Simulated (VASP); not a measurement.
Wanted: the native input for a VASP 6.6.1 run.

```yaml
Task: single point
Functional: PBE
Potentials_or_basis: VASP PAW PBE potentials, release 64 (C)
Cutoff: 520 eV
k_mesh: 14 × 14 × 14
Occupations: gaussian, width 0.15 eV
Spin: no spin polarisation
Dipole_correction: no
Further_INCAR_settings: ALGO = Normal; EDIFF = 1e-06; NBANDS = 11
```

The structure of C lies in POSCAR:

```
C
1.0
    0.0000000000      2.1270000000      3.3480000000
    1.2280000000      0.0000000000      3.3480000000
    1.2280000000      2.1270000000      0.0000000000
C
2
Direct
    0.1666700000      0.8333300000      0.1666700000
    0.8333300000      0.1666700000      0.8333300000
```

These files were run (other wordings do the same):

INCAR

```
SYSTEM = C
ALGO = Normal
EDIFF = 1E-6
ENCUT = 520
GGA = PE
ISIF = 2
ISMEAR = 0
LASPH = .True.
LCHARG = .False.
LREAL = .False.
LWAVE = .False.
NBANDS = 11
NELM = 80
PREC = Accurate
SIGMA = 0.15
```

KPOINTS

```
k-points
0
Gamma
  14 14 14
  0 0 0
```

Potentials or basis: VASP PAW PBE potentials, release 64 (C).

The run is started by

```sh
$ cat potpaw_PBE.64/C/POTCAR > POTCAR
$ mpirun -np 1 vasp_std > vasp.out
```

It gave:

- Pressure: 5.0 GPa
- Largest force: 0.029 eV/Å

Caveat: the cell stands under pressure; this functional lacks dispersion, which binds layers or chains, so the pressure and a relaxed spacing across them are unreliable.

Run time: 33 s on 1 thread of Intel(R) Xeon(R) 6975P-C (Granite Rapids), with other jobs on the host, peak memory 0.18 GiB.
